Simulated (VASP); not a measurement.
Here is a VASP 6.6.1 calculation.

File INCAR:

```
PREC = Accurate
ENCUT = 600
EDIFF = 1E-6
ISMEAR = 0
SIGMA = 0.02
LREAL = False
LASPH = True
NELM = 60
ALGO = Normal
ISIF = 4
LWAVE = False
LCHARG = False
GGA = PS
IBRION = 2
NSW = 50
EDIFFG = -0.01
```

File KPOINTS:

```
regular mesh
0
Gamma
  12 12 6
```

The input POSCAR:

```
NiO2
1.0
    2.7544825951      0.0000000000      0.0000000000
   -1.3772412975      2.3854519017      0.0000000000
    0.0000000000      0.0000000000      4.6867676917
Ni O
1 2
Direct
    0.0000000000      0.0000000000      0.5000000000
    0.6666666667      0.3333333333      0.6970414619
    0.3333333333      0.6666666667      0.3029585381
```

Potentials or basis: VASP PAW PBE potentials, release 64 (Ni, O).

Launch:

```sh
$ cat potpaw_PBE.64/Ni/POTCAR potpaw_PBE.64/O/POTCAR > POTCAR
$ mpirun -np 1 vasp_std > vasp.out
```

(1) Estimate the band gap on the k mesh.

Answers

(1) 0.91 eV, indirect (least direct gap 1.14 eV).
